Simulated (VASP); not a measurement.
InP, 2 atoms in the cell. Symmetry: F-43m, No. 216, cubic system. Conventional cell: a = 5.927 Å, b = 5.927 Å, c = 5.927 Å, α = 90.00°, β = 90.00°, γ = 90.00°. Within 3.4 Å of In (site symmetry -43m) lie 4 P at 2.57 Å. Within 3.4 Å of P (site symmetry -43m) lie 4 In at 2.57 Å.  This cell differs from its parent crystal: volume scaled by 1.02.

```yaml
Program: VASP 6.6.1
Task: single point
Functional: r2SCAN
Dispersion: D4
Potentials_or_basis: VASP PAW PBE potentials, release 64 (In_d, P)
Cutoff: 520 eV
k_mesh: 8 × 8 × 8
Occupations: gaussian, width 0.05 eV
Spin: no spin polarisation
Dipole_correction: no
Further_INCAR_settings: ALGO = Normal; EDIFF = 1e-06; NBANDS = 16
```

Potentials or basis: VASP PAW PBE potentials, release 64 (In_d, P).

The run is started by

```sh
$ cat potpaw_PBE.64/In_d/POTCAR potpaw_PBE.64/P/POTCAR > POTCAR
$ cp INCAR.step1 INCAR
$ mpirun -np 1 vasp_std > vasp.out
$ cp INCAR.step2 INCAR
$ mpirun -np 1 vasp_std > vasp.out
```

Hardware: 1 thread of Intel Xeon 8259CL (shared host).

Q: Estimate the wall time of this run.

A: It took 75 s on 1 thread of Intel Xeon 8259CL, on a shared host, peak memory 0.2 GiB. Counts: k points 29.
